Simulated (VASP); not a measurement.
Input of a VASP 6.6.1 run:

File INCAR:

```
SYSTEM = LiAlO
ALGO     = Normal         ! electronic algorithm
EDIFF    = 1E-7           ! SCF threshold, eV
EDIFFG   = -0.01          ! ionic threshold
ENCUT    = 600            ! plane-wave cutoff, eV
GGA      = PE             ! functional
IBRION   = 2              ! ionic algorithm
ISIF     = 3              ! what is computed and relaxed
ISMEAR   = 0              ! smearing method
LASPH    = .TRUE.         ! aspherical terms in the spheres
LCHARG   = .FALSE.        ! write CHGCAR
LREAL    = .FALSE.        ! projectors in reciprocal space
LWAVE    = .FALSE.        ! write WAVECAR
NELM     = 60             ! most SCF steps
NSW      = 100            ! ionic steps
PREC     = Accurate       ! precision mode
SIGMA    = 0.1            ! smearing width, eV
```

KPOINTS

```
k-points
0
G
  18 18 10
  0 0 0
```

POSCAR

```
LiAlO
1.0
    3.2427266655      0.0000000000      0.0000000000
   -1.6213633328      2.8082836699      0.0000000000
    0.0000000000      0.0000000000      4.7524000638
Li Al O
1 1 1
Direct
    0.0000000000      0.0000000000      0.0000000000
    0.6666666667      0.3333333333      0.5000000000
    0.3333333333      0.6666666667      0.5000000000
```

Potentials or basis: VASP PAW PBE potentials, release 64 (Li_sv, Al, O).

The run is started by

```sh
$ cat potpaw_PBE.64/Li_sv/POTCAR potpaw_PBE.64/Al/POTCAR potpaw_PBE.64/O/POTCAR > POTCAR
$ mpirun -np 1 vasp_std > vasp.out
```

Question: What does it give for the space group after relaxing (to 0.05 Å)?

Answer: P-6m2 (No. 187).

Question: What does it give for the relaxed cell?

Answer: a = 3.217 Å, b = 3.217 Å, c = 5.030 Å, α = 90.00°, β = 90.00°, γ = 120.00°.

Question: What does it give for the relaxed volume?

Answer: 15.03 Å³/atom.

Question: Estimate the band gap on the k mesh.

Answer: Zero (band 6 reaches 5.32 eV, above the bottom of band 7 at 3.83 eV).

The path:
| step | energy change (eV) | largest force (eV/Å) | pressure (GPa) | volume (Å³) |
| --- | --- | --- | --- | --- |
| 1 | 0.0000 | 0.0000 | -0.03 | 43.28 |
| 2 | -0.0005 | 0.0000 | 0.17 | 43.26 |
| 3 | -0.0011 | 0.0000 | 0.67 | 43.21 |
| 4 | -0.0013 | 0.0000 | 0.66 | 43.27 |
| 5 | -0.0020 | 0.0000 | 0.61 | 43.43 |
| 6 | -0.0031 | 0.0000 | 0.53 | 43.76 |
| 7 | -0.0043 | 0.0000 | 0.38 | 44.42 |
| 8 | -0.0041 | 0.0000 | 0.21 | 45.72 |
| 9 | -0.0046 | 0.0000 | 0.29 | 44.98 |
| 10 | -0.0047 | 0.0000 | -0.11 | 45.12 |
| 11 | -0.0047 | 0.0000 | -0.01 | 45.08 |

Caveat: the cutoff is under 1.25 times the usual one of these potentials, so pressure, stress and relaxed cells hold a basis-set (Pulay) error.
